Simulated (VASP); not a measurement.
# Cr (Cmcm) in VASP: further runs

Aim: see how the results for Cr move with the level of theory and the settings. Levels: PBE, LDA, PBEsol. Tasks: single point.

Everything below comes from runs of VASP 6.6.1. Logs are shortened: lines on timing, memory, paths and dates and some standing lists are left out, and cuts for length are marked.

## 1. The cell of the first run

It takes space group Cmcm (No. 63, orthorhombic). The conventional cell has a = 2.294 Å, b = 4.934 Å, c = 4.064 Å, α = 90.00°, β = 90.00°, γ = 90.00°. Cr (site symmetry m2m) has 12 Cr at 2.29 to 2.72 Å within 3.0 Å.

## 2. Single point, PBE, collinear spin, ferromagnetic start

The input, INCAR:

```
SYSTEM = Cr
  ALGO = Normal
  EDIFF = 1E-7
  ENCUT = 520
  GGA = PE
  ISIF = 2
  ISMEAR = -1
  ISPIN = 2
  LASPH = .True.
  LCHARG = .True.
  LELF = .True.
  LMAXMIX = 4
  LORBIT = 11
  LREAL = .False.
  LVHAR = .True.
  LWAVE = .False.
  MAGMOM = 4.5 4.5
  NBANDS = 23
  NELM = 150
  NUPDOWN = 9.0
  PREC = Accurate
  SIGMA = 0.05
```

The input, KPOINTS:

```
k-points
0
Gamma
  11 11 6
  0 0 0
```

The input, POSCAR:

```
Cr
1.0
    1.1470505050     -2.4670251200      0.0000000000
    1.1470505050      2.4670251200      0.0000000000
    0.0000000000      0.0000000000      4.0643107400
Cr
2
Direct
    0.8705325800      0.1294674200      0.7500000000
    0.1294674200      0.8705325800      0.2500000000
```

Potentials or basis: VASP PAW PBE potentials, release 64 (Cr_pv).

The run is started by

```console
> cat potpaw_PBE.64/Cr_pv/POTCAR > POTCAR
> mpirun -np 1 vasp_std > vasp.out
```

OUTCAR:

```text
SYSTEM = Cr
   EDIFF = 1E-7
   ENCUT = 520
   GGA = PE
   ISIF = 2
   ISMEAR = -1
   ISPIN = 2
   LASPH = .True.
   LORBIT = 11
   LREAL = .False.
   NELM = 150
   NUPDOWN = 9.0
   PREC = Accurate

 ion  position               nearest neighbor table
   1  0.871  0.129  0.750-   2 2.40   2 2.40   2 2.62   2 2.62   2 2.62   2 2.62
   2  0.129  0.871  0.250-   1 2.40   1 2.40   1 2.62   1 2.62   1 2.62   1 2.62

  LATTYP: Found a base centered orthorhombic cell.
 ALAT       =     2.2941010100
 B/A-ratio  =     2.1507554456
 C/A-ratio  =     1.7716354782

  Lattice vectors:

 A1 = (   1.1470505050,  -2.4670251200,   0.0000000000)
 A2 = (   1.1470505050,   2.4670251200,   0.0000000000)
 A3 = (   0.0000000000,   0.0000000000,   4.0643107400)

Analysis of symmetry for initial positions (statically):
=====================================================================
 Subroutine PRICEL returns:
 Original cell was already a primitive cell.

 Routine SETGRP: Setting up the symmetry group for a
 base centered orthorhombic supercell.

 Subroutine GETGRP returns: Found  8 space group operations
 (whereof  4 operations were pure point group operations)
 out of a pool of  8 trial point group operations.

The static configuration has the point symmetry C_2h.
 The point group associated with its full space group is D_2h.

Analysis of symmetry for dynamics (positions and initial velocities):
=====================================================================
 Subroutine PRICEL returns:
 Original cell was already a primitive cell.

 Routine SETGRP: Setting up the symmetry group for a
 base centered orthorhombic supercell.

 Subroutine GETGRP returns: Found  8 space group operations
 (whereof  4 operations were pure point group operations)
 out of a pool of  8 trial point group operations.

The dynamic configuration has the point symmetry C_2h.
 The point group associated with its full space group is D_2h.

Analysis of structural, dynamic, and magnetic symmetry:
=====================================================================
 Subroutine PRICEL returns:
 Original cell was already a primitive cell.

 Routine SETGRP: Setting up the symmetry group for a
 base centered orthorhombic supercell.

 Subroutine GETGRP returns: Found  8 space group operations
 (whereof  4 operations were pure point group operations)
 out of a pool of  8 trial point group operations.

The overall configuration has the point symmetry C_2h.
 The point group associated with its full space group is D_2h.

 Subroutine INISYM returns: Found  8 space group operations
 (whereof  4 operations are pure point group operations),
 and found     1 'primitive' translations

----------------------------------------------------------------------------------------

                                     Primitive cell

  volume of cell :      23.0024

  direct lattice vectors                    reciprocal lattice vectors
     1.147050505 -2.467025120  0.000000000     0.435900597 -0.202673250  0.000000000
     1.147050505  2.467025120  0.000000000     0.435900597  0.202673250  0.000000000
     0.000000000  0.000000000  4.064310740     0.000000000  0.000000000  0.246044179

  length of vectors
     2.720650254  2.720650254  4.064310740     0.480713820  0.480713820  0.246044179

  position of ions in fractional coordinates (direct lattice)
     0.870532580  0.129467420  0.750000000
     0.129467420  0.870532580  0.250000000

  ion indices of the primitive-cell ions
   primitive index   ion index
                 1           1
                 2           2

----------------------------------------------------------------------------------------

 KPOINTS: k-points

Automatic generation of k-mesh.
 Grid dimensions read from file:
 generate k-points for:   11   11    6

 Generating k-lattice:

  Cartesian coordinates                     Fractional coordinates (reciprocal lattice)
     0.039627327 -0.018424841  0.000000000     0.090909091 -0.000000000  0.000000000
     0.039627327  0.018424841  0.000000000    -0.000000000  0.090909091  0.000000000
     0.000000000  0.000000000  0.041007363     0.000000000  0.000000000  0.166666667

  Length of vectors
     0.043701256  0.043701256  0.041007363

  Shift w.r.t. Gamma in fractional coordinates (k-lattice)
     0.000000000  0.000000000  0.000000000

 Subroutine IBZKPT returns following result:
 ===========================================

 Found    144 irreducible k-points:

 Following reciprocal coordinates:
            Coordinates               Weight
  0.000000  0.000000  0.000000      1.000000
  0.090909  0.000000  0.000000      4.000000
  0.181818  0.000000  0.000000      4.000000
  0.272727  0.000000  0.000000      4.000000
  0.363636 -0.000000  0.000000      4.000000
  0.454545 -0.000000  0.000000      4.000000
[... 16 lines left out ...]
 -0.272727  0.181818  0.000000      4.000000
 -0.181818  0.181818  0.000000      2.000000
 [... further k-points ...]
   k-points           NKPTS =    144   k-points in BZ     NKDIM =    144   number of bands    NBANDS=     23
   number of dos      NEDOS =    301   number of ions     NIONS =      2
   total plane-waves  NPLWV =  12000
   dimension x,y,z NGX =    20 NGY =   20 NGZ =   30
   dimension x,y,z NGXF=    40 NGYF=   40 NGZF=   60
   ions per type =               2
   NGX,Y,Z   is equivalent  to a cutoff of  12.22, 12.22, 12.27 a.u.
   NGXF,Y,Z  is equivalent  to a cutoff of  24.44, 24.44, 24.54 a.u.
 SYSTEM =  Cr
   PREC   = accura    normal or accurate (medium, high low for compatibility)
   ISTART =      0    job   : 0-new  1-cont  2-samecut
   ICHARG =      2    charge: 1-file 2-atom 10-const
   ISPIN  =      2    spin polarized calculation?
   LNONCOLLINEAR =      F non collinear calculations
   LSORBIT =      F    spin-orbit coupling
   LASPH  =      T    aspherical Exc in radial PAW
   ENCUT  =  520.0 eV  38.22 Ry    6.18 a.u.   5.06  5.06  7.56*2*pi/ulx,y,z
   NELM   =    150;   NELMIN=  2; NELMDL= -5     # of ELM steps
   EDIFF  = 0.1E-06   stopping-criterion for ELM
   LREAL  =      F    real-space projection
   EDIFFG = 0.1E-05   stopping-criterion for IOM
   NSW    =      0    number of steps for IOM
   IBRION =     -1    ionic relax: 0-MD 1-quasi-New 2-CG
   NFREE  =      0    steps in history (QN), initial steepest desc. (CG)
   ISIF   =      2    stress and relaxation
   ISYM   =      2    0-nonsym 1-usesym 2-fastsym
   POTIM  = 0.5000    time-step for ionic-motion
   TEBEG  =    0.0;   TEEND  =   0.0 temperature during run
   PSTRESS=    0.0 pullay stress
   NELECT =      24.0000    total number of electrons
   NUPDOWN=       9.0000    fix difference up-down
   EMIN   =  10.00;   EMAX   =-10.00  energy-range for DOS
   EFERMI =   0.00;   METHOD = LEGACY
   ISMEAR =    -1;   SIGMA  =   0.05  broadening in eV -4-tet -1-fermi 0-gaus
   EFERMI_NEDOS =   21; number of points for ismear=-14 and -15
   IALGO  =     38    algorithm
   IMIX   =      4    mixing-type and parameters
     AMIX     =   0.40;   BMIX     =  1.00
     AMIX_MAG =   1.60;   BMIX_MAG =  1.00
  volume/ion in A,a.u.               =      11.50        77.61
  Fermi-wavevector in a.u.,A,eV,Ry     =   1.660431  3.137760 37.511698  2.757032
  Thomas-Fermi vector in A             =   2.747669
   LORBIT       =     11    0 simple, 1 ext, 2 COOP (PROOUT), +10 PAW based schemes
   GGA     = PE    functional components
   LHFCALC =     F    Hartree Fock is set to
   AEXX    =    0.0000 exact exchange contribution
   IVDW    =     0    specifies the selected vdW correction
   LEPSILON=     F    determine dielectric tensor
   LRPA    =     F    only Hartree local field effects (RPA)
 spin polarized calculation
  energy-cutoff  :      520.00
  volume of cell :       23.00
 maximum number of plane-waves:       646
   NGX = 11   NGY = 11   NGZ = 15

 number of electron      23.9999988 magnetization       8.9999995

 Free energy of the ion-electron system (eV)
  ---------------------------------------------------
  ext. energy  EPLUGINS =         0.00000000
  ---------------------------------------------------
  free energy    TOTEN  =       -10.97419188 eV

  energy without entropy =      -10.95996626  energy(sigma->0) =      -10.96707907

 E-fermi :  10.0247     XC(G=0): -13.2826

 val. band max:       13.8840028374   @ k =  -0.3636   0.3636   0.0000
 cond. band min:      10.0254631550   @ k =   0.2727   0.0909   0.1667
 fundamental gap:     -3.8585396824
 Fermi energy:        13.8935697891

 spin component 1

 k-point     1 :       0.0000    0.0000    0.0000
  band No.  band energies     occupation
      1     -32.1461      1.00000
      2     -31.4668      1.00000
      3     -31.1952      1.00000
      4     -31.0936      1.00000
      5     -30.9668      1.00000
      6     -30.9539      1.00000
[... 15 lines left out ...]
     22      25.9110      0.00000
     23      30.3626      0.00000
[... 575 lines left out ...]
      1     -32.0508      1.00000
      2     -31.5816      1.00000
      3     -31.3532      1.00000
      4     -31.1602      1.00000
      5     -31.0196      1.00000
      6     -30.9325      1.00000
[... 15 lines left out ...]
     22      22.9643      0.00000
     23      28.9187      0.00000

 [... further k-points ...]

 spin component 2

 k-point     1 :       0.0000    0.0000    0.0000
  band No.  band energies     occupation
      1     -28.3782      1.00000
      2     -27.6372      1.00000
      3     -27.3559      1.00000
      4     -27.2755      1.00000
      5     -27.1841      1.00000
      6     -27.1711      1.00000
[... 15 lines left out ...]
     22      28.4814      0.00000
     23      32.6290      0.00000
[... 575 lines left out ...]
      1     -28.2774      1.00000
      2     -27.7619      1.00000
      3     -27.5262      1.00000
      4     -27.3449      1.00000
      5     -27.2401      1.00000
      6     -27.1483      1.00000
[... 15 lines left out ...]
     22      25.8565      0.00000
     23      31.3785      0.00000

 [... further k-points ...]

------------------------ aborting loop because EDIFF is reached ----------------------------------------

  FORCE on cell =-STRESS in cart. coord.  units (eV):
  Direction    XX          YY          ZZ          XY          YZ          ZX
  --------------------------------------------------------------------------------------
  -------------------------------------------------------------------------------------
  Total       23.3439157     13.9002490     17.9379859      0.0000000     -0.0000000      0.0000000
  in kB     1625.9653103    968.1890110   1249.4280369      0.0000000     -0.0000000      0.0000000
  external PRESSURE =    1281.1941194 kB  Pullay stress =       0.0000000 kB

 VOLUME and BASIS-vectors are now :
 -----------------------------------------------------------------------------
  energy-cutoff  :      520.00
  volume of cell :       23.00
      direct lattice vectors                 reciprocal lattice vectors
     1.147050505 -2.467025120  0.000000000     0.435900597 -0.202673250  0.000000000
     1.147050505  2.467025120  0.000000000     0.435900597  0.202673250  0.000000000
     0.000000000  0.000000000  4.064310740     0.000000000  0.000000000  0.246044179

 POSITION                                       TOTAL-FORCE (eV/Angst)
 -----------------------------------------------------------------------------------
      1.14705     -1.82823      3.04823         0.000000      0.715287     -0.000000
      1.14705      1.82823      1.01608         0.000000     -0.715287      0.000000
 -----------------------------------------------------------------------------------
    total drift:                               -0.000000     -0.000000      0.000000

  FREE ENERGIE OF THE ION-ELECTRON SYSTEM (eV)
  ---------------------------------------------------
  free  energy   TOTEN  =       -10.9741918790 eV

  energy  without entropy=      -10.9599662560  energy(sigma->0) =      -10.96707907

 total charge

# of ion       s       p       d       tot
------------------------------------------
    1        0.424   6.357   4.427  11.208
    2        0.424   6.357   4.427  11.208
--------------------------------------------------
tot          0.847  12.714   8.854  22.416

 magnetization (x)

# of ion       s       p       d       tot
------------------------------------------
    1        0.056   0.243   3.855   4.154
    2        0.056   0.243   3.855   4.154
--------------------------------------------------
tot          0.112   0.486   7.710   8.307
```

Run time: 4 min. Hardware: 1 thread of Intel Xeon 8259CL, shared host; peak memory 0.22 GiB.

What came out:

```
Free energy                                           : -10.9742 eV
Pressure                                              : 128.1 GPa
Largest force                                         : 0.715 eV/Å
Net moment                                            : 9.00 μB per cell
Site moments                                          : Cr +4.15 μB
Valence electrons inside the program's atomic spheres : Cr 11.21
```

Forces in eV/Å, atoms in the order of the input:
```
Cr   0.000  0.715  0.000
Cr   0.000 -0.715  0.000
```

Caveat: the cell stands under pressure; the total moment is fixed, so each spin has its own Fermi level.

(Part 1 of 2 ends here.)
